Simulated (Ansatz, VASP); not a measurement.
Two plane-wave programs on Pt

```
CELL_PARAMETERS angstrom
1.84271 1.06389 3.00191
-1.84271 1.06389 3.00191
0.00000 -2.12778 3.00191
ATOMIC_POSITIONS crystal
Pt 0.25004 0.25004 0.25004
Pt 0.74996 0.74996 0.74996
```

Alike in both runs: functional r2SCAN; k mesh 6 × 6 × 6; occupations gaussian, width 0.1 eV; no spin polarisation.

Ansatz relaxed the structure, and its values are those at the end. VASP's run is a single point on that final structure, the one shown.

|  | VASP | Ansatz |
| --- | --- | --- |
| version | VASP 6.6.1 | Ansatz 0.2.0 |
| potentials or method | VASP PAW PBE potentials, release 64 (Pt), cutoff 520 eV | scalar-relativistic, plane waves, PAW |
| valence electrons in the cell | 20 | 36 |

Ansatz gave:

- gap on the k mesh at the Fermi level (eV): none
- pressure (GPa): -0.2
- rms of the force components (eV/Å): 0.005

Question: Estimate VASP's values.

Answer: gap on the k mesh at the Fermi level (eV): none; pressure (GPa): 0.2; rms of the force components (eV/Å): 0.005.

VASP's potentials were made for PBE, not for r2SCAN. A gap of «none» marks a metal or a gap that the smearing closes. VASP's potentials hold 20 valence electrons a cell and Ansatz's 36, so a difference there can come from the potentials and not from the codes.

Neither program's run includes spin-orbit coupling.
